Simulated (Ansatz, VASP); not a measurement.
**Te2Mo in VASP and in Ansatz**

Contents of INCAR:

```
PREC     = Accurate       # precision mode
ENCUT    = 400            # plane-wave cutoff, eV
EDIFF    = 1E-6           # SCF threshold, eV
ISMEAR   = 0              # smearing method
SIGMA    = 0.05           # smearing width, eV
LREAL    = False          # projectors in reciprocal space
LASPH    = True           # aspherical terms in the spheres
NELM     = 120            # most SCF steps
ALGO     = Normal         # electronic algorithm
ISIF     = 2              # what is computed and relaxed
LWAVE    = False          # write WAVECAR
LCHARG   = False          # write CHGCAR
LDIPOL   = True         
IDIPOL   = 3            
DIPOL    = 0.5 0.5 0.255
GGA      = PE             # functional
IVDW     = 12             # dispersion correction
NBANDS   = 20             # bands
GGA_COMPAT= False        
NELMDL   = -8
```

KPOINTS

```
Automatic mesh
0
Gamma
  9 9 1
```

Contents of POSCAR:

```
Te2Mo
1.0
    3.5038818256      0.0000000000      0.0000000000
   -1.7519409128      3.0344506729      0.0000000000
    0.0000000000      0.0000000000     24.7677191314
Te Mo
2 1
Direct
    0.3333333333      0.6666666667      0.1816881069
    0.3333333333      0.6666666667      0.3284056769
    0.6666666667      0.3333333333      0.2550468919
```

Input for Ansatz:

```yaml
crystal:
  lattice:
    - [3.5038817216, 0.0, 0.0]
    - [-1.7519408608, 3.0344505828, 0.0]
    - [0.0, 0.0, 24.7677194079]
  atoms:
    - { symbol: Te, position: [0.3333333333, 0.6666666667, 0.1816881048] }
    - { symbol: Mo, position: [0.6666666667, 0.3333333333, 0.2550468918] }
    - { symbol: Te, position: [0.3333333333, 0.6666666667, 0.3284056788] }
basis:
  ecutwfc: 420
kpoints:
  mp_grid: { grid: [9, 9, 1] }
hamiltonian:
  xc: pbe
  pseudopotentials: { kind: paw, azcp: { folder: soft_1 } }
  dispersion: d3bj
scf:
  occupations: { method: gaussian, width: 0.05 }
output:
  forces: true
  eigenvalues: true
efield:
  axis: 3
  dipole_correction: true
  ramp_width: 0.04
```

Alike in both runs: task single point; functional PBE; dispersion D3(BJ); k mesh 9 × 9 × 1; occupations gaussian, width 0.05 eV; no spin polarisation.

|  | VASP | Ansatz |
| --- | --- | --- |
| version | VASP 6.6.1 | Ansatz 0.2.0 |
| potentials or method | VASP PAW PBE potentials, release 64 (Te, Mo_sv), cutoff 400 eV | scalar-relativistic, plane waves, PAW |
| valence electrons in the cell | 26 | 46 |

VASP gave:

```
gap on the k mesh at the Fermi level (eV) : 1.19
least direct gap on the mesh (eV)         : 1.19
rms of the force components (eV/Å)        : 0.007
```

Which values does Ansatz return?

gap on the k mesh at the Fermi level (eV): 1.19; least direct gap on the mesh (eV): 1.19; rms of the force components (eV/Å): 0.000.

VASP's potentials hold 26 valence electrons a cell and Ansatz's 46, so a difference there can come from the potentials and not from the codes.

Neither program's run includes spin-orbit coupling.
